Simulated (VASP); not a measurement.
# PbO (P4/nmm) in VASP: further runs, part 2 of 2

VASP 6.6.1. Earlier steps stand in the parts before.

### Step 4. Single point, PBE (strain +0.000 along x and y, -0.025 along z)

The input, INCAR:

```
SYSTEM = PbO
ALGO = Normal
EDIFF = 1E-6
ENCUT = 520
GGA = PE
ISIF = 2
ISMEAR = 0
LASPH = .True.
LCHARG = .False.
LREAL = .False.
LWAVE = .False.
NBANDS = 28
NELM = 60
PREC = Accurate
SIGMA = 0.05
```

The input, KPOINTS:

```
k-points
0
Gamma
  8 8 6
  0 0 0
```

The input, POSCAR:

```
PbO
1.0
    3.9744000000      0.0000000000      0.0000000000
    0.0000000000      3.9744000000      0.0000000000
    0.0000000000      0.0000000000      4.8964500000
Pb O
2 2
Direct
    0.0000000000      0.5000000000      0.2351000000
    0.5000000000      0.0000000000      0.7649000000
    0.0000000000      0.0000000000      0.0000000000
    0.5000000000      0.5000000000      0.0000000000
```

Potentials or basis: VASP PAW PBE potentials, release 64 (Pb_d, O).

The run is started by

```
cat potpaw_PBE.64/Pb_d/POTCAR potpaw_PBE.64/O/POTCAR > POTCAR
mpirun -np 1 vasp_std > vasp.out
```

OUTCAR:

```text
SYSTEM = PbO
   EDIFF = 1E-6
   ENCUT = 520
   GGA = PE
   ISIF = 2
   ISMEAR = 0
   LASPH = .True.
   LREAL = .False.
   NELM = 60
   PREC = Accurate

 ion  position               nearest neighbor table
   1  0.000  0.500  0.235-   3 2.30   4 2.30   3 2.30   4 2.30   2 3.63   2 3.63   2 3.63   2 3.63
                             2 3.82   2 3.82   2 3.82   2 3.82
   2  0.500  0.000  0.765-   3 2.30   4 2.30   4 2.30   3 2.30   1 3.63   1 3.63   1 3.63   1 3.63
                             1 3.82   1 3.82   1 3.82   1 3.82
   3  0.000  0.000  0.000-   1 2.30   2 2.30   1 2.30   2 2.30
   4  0.500  0.500  0.000-   1 2.30   2 2.30   2 2.30   1 2.30

  LATTYP: Found a simple tetragonal cell.
 ALAT       =     3.9744000000
 C/A-ratio  =     1.2319972826

  Lattice vectors:

 A1 = (   3.9744000000,   0.0000000000,   0.0000000000)
 A2 = (   0.0000000000,   3.9744000000,   0.0000000000)
 A3 = (   0.0000000000,   0.0000000000,   4.8964500000)

Analysis of symmetry for initial positions (statically):
[... 174 lines left out ...]
  ext. energy  EPLUGINS =         0.00000000
  ---------------------------------------------------
  free energy    TOTEN  =       -21.34028125 eV

  energy without entropy =      -21.34028125  energy(sigma->0) =      -21.34028125

 E-fermi :   5.6993     XC(G=0):  -9.9731

 val. band max:        5.4304635063   @ k =   0.1250   0.0000   0.0000
 cond. band min:       6.6997407770   @ k =   0.5000   0.5000   0.0000
 fundamental gap:      1.2692772706
 Fermi energy:         5.6992676729

 k-point     1 :       0.0000    0.0000    0.0000
  band No.  band energies     occupation
      1     -13.1952      2.00000
      2     -12.6316      2.00000
      3     -10.6158      2.00000
      4     -10.6158      2.00000
      5     -10.5492      2.00000
      6     -10.5092      2.00000
[... 733 lines left out ...]
     27      14.9801      0.00000
     28      14.9801      0.00000

 [... further k-points ...]
[... 5 lines left out ...]
  --------------------------------------------------------------------------------------
  -------------------------------------------------------------------------------------
  Total        3.5295585      3.5295585      3.3041408      0.0000000      0.0000000      0.0000000
  in kB       73.1150027     73.1150027     68.4454623      0.0000000      0.0000000      0.0000000
  external PRESSURE =      71.5584893 kB  Pullay stress =       0.0000000 kB

 VOLUME and BASIS-vectors are now :
 -----------------------------------------------------------------------------
  energy-cutoff  :      520.00
  volume of cell :       77.34
      direct lattice vectors                 reciprocal lattice vectors
     3.974400000  0.000000000  0.000000000     0.251610306  0.000000000  0.000000000
     0.000000000  3.974400000  0.000000000     0.000000000  0.251610306  0.000000000
     0.000000000  0.000000000  4.896450000     0.000000000  0.000000000  0.204229595

 POSITION                                       TOTAL-FORCE (eV/Angst)
 -----------------------------------------------------------------------------------
      0.00000      1.98720      1.15116        -0.000000      0.000000      0.939192
      1.98720      0.00000      3.74529         0.000000      0.000000     -0.939192
      0.00000      0.00000      0.00000        -0.000000     -0.000000      0.000000
      1.98720      1.98720      0.00000        -0.000000      0.000000      0.000000
 -----------------------------------------------------------------------------------
    total drift:                                0.000000      0.000000     -0.000000

  FREE ENERGIE OF THE ION-ELECTRON SYSTEM (eV)
  ---------------------------------------------------
  free  energy   TOTEN  =       -21.3402812472 eV

  energy  without entropy=      -21.3402812472  energy(sigma->0) =      -21.34028125
```

OSZICAR:

```text
N       E                     dE             d eps       ncg     rms          rms(c)
DAV:   1     0.469504074933E+03    0.46950E+03   -0.19806E+04  3360   0.172E+03
DAV:   2     0.367241388128E+02   -0.43278E+03   -0.41536E+03  3416   0.459E+02
DAV:   3    -0.231691699122E+02   -0.59893E+02   -0.58444E+02  4284   0.185E+02
DAV:   4    -0.258027443896E+02   -0.26336E+01   -0.26245E+01  3948   0.402E+01
DAV:   5    -0.258812761850E+02   -0.78532E-01   -0.78526E-01  3820   0.750E+00    0.123E+01
DAV:   6    -0.214818668393E+02    0.43994E+01   -0.23274E+01  4952   0.398E+01    0.507E+00
DAV:   7    -0.213660579134E+02    0.11581E+00   -0.26481E+00  4092   0.116E+01    0.246E+00
DAV:   8    -0.213512754032E+02    0.14783E-01   -0.47549E-01  4184   0.472E+00    0.826E-01
DAV:   9    -0.213389881384E+02    0.12287E-01   -0.63276E-02  5268   0.217E+00    0.226E-01
DAV:  10    -0.213404970540E+02   -0.15089E-02   -0.10598E-02  3880   0.707E-01    0.947E-02
DAV:  11    -0.213402999415E+02    0.19711E-03   -0.18852E-03  5524   0.356E-01    0.494E-02
DAV:  12    -0.213402951485E+02    0.47930E-05   -0.17431E-04  4016   0.104E-01    0.355E-02
DAV:  13    -0.213402833686E+02    0.11780E-04   -0.91369E-05  5156   0.745E-02    0.829E-03
DAV:  14    -0.213402819588E+02    0.14098E-05   -0.17088E-05  4428   0.441E-02    0.482E-03
DAV:  15    -0.213402812472E+02    0.71161E-06   -0.36447E-06  2976   0.208E-02
   1 F= -.21340281E+02 E0= -.21340281E+02  d E =-.109351E-15
```

Wall time 65 s (1 thread of Intel Xeon Platinum 8488C (Sapphire Rapids), shared host); peak memory 0.25 GiB.

What came out:

```
Free energy            : -21.3403 eV
Pressure               : 7.2 GPa
Largest force          : 0.939 eV/Å
Band gap on the k mesh : 1.27 eV, indirect (least direct gap 2.32 eV)
```

Forces on the atoms (eV/Å):
```
Pb   0.000  0.000  0.939
Pb   0.000  0.000 -0.939
O    0.000  0.000  0.000
O    0.000  0.000  0.000
```

Levels at points of the mesh, in eV from the valence-band top:
| k point | band 16 | band 17 | band 18 | band 19 | band 20 | band 21 | band 22 | band 23 | band 24 | band 25 |
| --- | --- | --- | --- | --- | --- | --- | --- | --- | --- | --- |
| (0.00, 0.00, 0.00) | -4.49 | -1.85 | -1.85 | -1.78 | -0.03 | 2.44 | 5.58 | 5.75 | 5.75 | 6.83 |
| (0.50, 0.00, 0.00) | -3.29 | -3.20 | -3.20 | -1.65 | -1.65 | 3.54 | 3.54 | 6.68 | 6.68 | 6.82 |
| (0.50, 0.50, 0.00) | -3.53 | -1.57 | -1.57 | -1.19 | -1.19 | 1.27 | 1.27 | 5.47 | 5.47 | 8.23 |
| (0.00, 0.00, 0.50) | -4.19 | -1.88 | -1.88 | -1.83 | -0.86 | 1.85 | 4.05 | 4.05 | 4.19 | 8.94 |
| (0.50, 0.00, 0.50) | -3.83 | -3.16 | -3.16 | -0.97 | -0.97 | 3.20 | 3.20 | 6.41 | 6.41 | 7.52 |
| (0.50, 0.50, 0.50) | -4.01 | -2.23 | -2.23 | -1.19 | -1.19 | 3.59 | 3.59 | 4.96 | 4.96 | 5.79 |

Caveat: the cell differs from its parent crystal (strain +0.000 along x and y, -0.025 along z); spin-orbit coupling is left out, which moves the levels of the heavy elements. A k mesh can miss the band edges.

### Step 5. The runs side by side

| cell | gap on the mesh (eV) | pressure (GPa) | largest force (eV/Å) |
| --- | --- | --- | --- |
| a = 3.875, b = 3.875, c = 5.022 Å, 4 atoms | 1.08 | 10.6 | 1.18 |
| a = 3.875, b = 3.875, c = 5.148 Å, 4 atoms | 1.07 | 8.1 | 0.68 |
| a = 3.974, b = 3.974, c = 4.896 Å, 4 atoms | 1.27 | 7.2 | 0.94 |

Alike in all rows: task single point; level PBE; potentials or basis VASP PAW PBE potentials, release 64 (Pb_d, O); no spin polarisation; k mesh 8 × 8 × 6; cutoff (eV) 520; smearing gaussian 0.05 eV.

Caveats: spin-orbit coupling is left out, which moves the levels of the heavy elements; forces of over 1 eV/Å act on the atoms, so gaps and moduli don't describe the material at rest (some runs).

Absolute energies hang on the potentials; compare differences alone.
